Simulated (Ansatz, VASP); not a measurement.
Al: VASP beside Ansatz

```
Al
1.0
    -1.60713    1.60713    1.60713
     1.60713   -1.60713    1.60713
     1.60713    1.60713   -1.60713
Al
1
Direct
  0.00000 0.00000 0.00000
```

Alike in both runs: functional PBEsol; k mesh 10 × 10 × 10; occupations gaussian, width 0.1 eV; no spin polarisation.

Ansatz relaxed the structure, and its values are those at the end. VASP's run is a single point on that final structure, the one shown.

|  | VASP | Ansatz |
| --- | --- | --- |
| version | VASP 6.6.1 | Ansatz 0.2.0 |
| potentials or method | VASP PAW PBE potentials, release 64 (Al), cutoff 500 eV | scalar-relativistic, plane waves, PAW |
| valence electrons in the cell | 3 | 3 |

```csv
,VASP,Ansatz,Ansatz less VASP
gap on the k mesh at the Fermi level (eV),none,none,-
pressure (GPa),0.4,0.3,-0.06
```

VASP's potentials were made for PBE, not for PBEsol. A gap of «none» marks a metal or a gap that the smearing closes. The functional is the same, so the differences come from potentials, cutoffs and numerics.
